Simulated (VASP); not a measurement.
Wanted: the native input for a VASP 6.6.1 run.

- Task: single point
- Functional: PBEsol
- Potentials or basis: VASP PAW PBE potentials, release 64 (Zr_sv)
- Cutoff: 520 eV
- k mesh: 18 × 18 × 6
- Occupations: gaussian, width 0.1 eV
- Spin: no spin polarisation
- Dipole correction: no
- Further INCAR settings: ALGO = Fast; EDIFF = 1e-06; NBANDS = 32

The structure of Zr lies in POSCAR:

```
Zr
1.0
    3.1680502124      0.0000000000      0.0000000000
   -1.5840251062      2.7436119644      0.0000000000
    0.0000000000      0.0000000000     10.3206744286
Zr
4
Direct
    0.0000000000      0.0000000000      0.0000000000
    0.0000000000      0.0000000000      0.5000000000
    0.3333333333      0.6666666667      0.7500000000
    0.6666666667      0.3333333333      0.2500000000
```

The input as run:

INCAR

```
ALGO     = Fast           # electronic algorithm
EDIFF    = 1E-6           # SCF threshold, eV
ENCUT    = 520            # plane-wave cutoff, eV
GGA      = PS             # functional
ISIF     = 2              # what is computed and relaxed
ISMEAR   = 0              # smearing method
LASPH    = True           # aspherical terms in the spheres
LCHARG   = True           # write CHGCAR
LELF     = True           # ELF
LREAL    = False          # projectors in reciprocal space
LVHAR    = True         
LWAVE    = False          # write WAVECAR
NBANDS   = 32             # bands
NELM     = 80             # most SCF steps
PREC     = Accurate       # precision mode
SIGMA    = 0.1            # smearing width, eV
```

KPOINTS

```
k-points
0
Gamma
  18 18 6
```

Potentials or basis: VASP PAW PBE potentials, release 64 (Zr_sv).

Run with:

```console
$ cat potpaw_PBE.64/Zr_sv/POTCAR > POTCAR
$ mpirun -np 1 vasp_std > vasp.out
```

It gave:

```
Pressure               : 0.1 GPa
Band gap on the k mesh : zero (bands 24 and 25 overlap by 1.45 eV)
```

Caveat: the PAW data sets were made with another functional, which shifts forces and pressure a little.

Run time: 10 min on 1 thread of Intel(R) Xeon(R) Platinum 8488C (Sapphire Rapids) (shared host), peak memory 0.42 GiB.
